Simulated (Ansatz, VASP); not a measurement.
# Two plane-wave programs on TeMo5

```xyz
6
Lattice="0.0000 3.7202 3.7202 3.7202 0.0000 3.7202 3.7202 3.7202 0.0000" Properties=species:S:1:pos:R:3 pbc="T T T"
Te    0.0000    0.0000    0.0000
Mo    1.8601    1.8601    1.8601
Mo    2.7828    4.6575    2.7828
Mo    2.7828    2.7828    4.6575
Mo    4.6575    4.6575    4.6575
Mo    4.6575    2.7828    2.7828
```

Change from the starting cell: species swapped into the Be5Co type (F-43m, No. 216).

Alike in both runs: functional PBE; k mesh 4 × 4 × 4; occupations gaussian, width 0.1 eV; no spin polarisation.

Ansatz relaxed the structure, and its values are those at the end. VASP's run is a single point on that final structure, the one shown.

|  | VASP | Ansatz |
| --- | --- | --- |
| version | VASP 6.6.1 | Ansatz 0.2.0 |
| potentials or method | VASP PAW PBE potentials, release 64 (Te, Mo_sv), cutoff 520 eV | scalar-relativistic, plane waves, PAW |
| valence electrons in the cell | 76 | 86 |

```csv
,VASP,Ansatz,Ansatz less VASP
gap on the k mesh at the Fermi level (eV),none,none,-
pressure (GPa),0.4,0.0,-0.33
rms of the force components (eV/Å),0.028,0.021,-0.0070
```

A gap of «none» marks a metal or a gap that the smearing closes. The functional is the same, so the differences come from potentials, cutoffs and numerics. VASP's potentials hold 76 valence electrons a cell and Ansatz's 86, so a difference there can come from the potentials and not from the codes.

The k mesh is coarse, so the values compare programs but aren't converged. Spin-orbit coupling is off throughout.
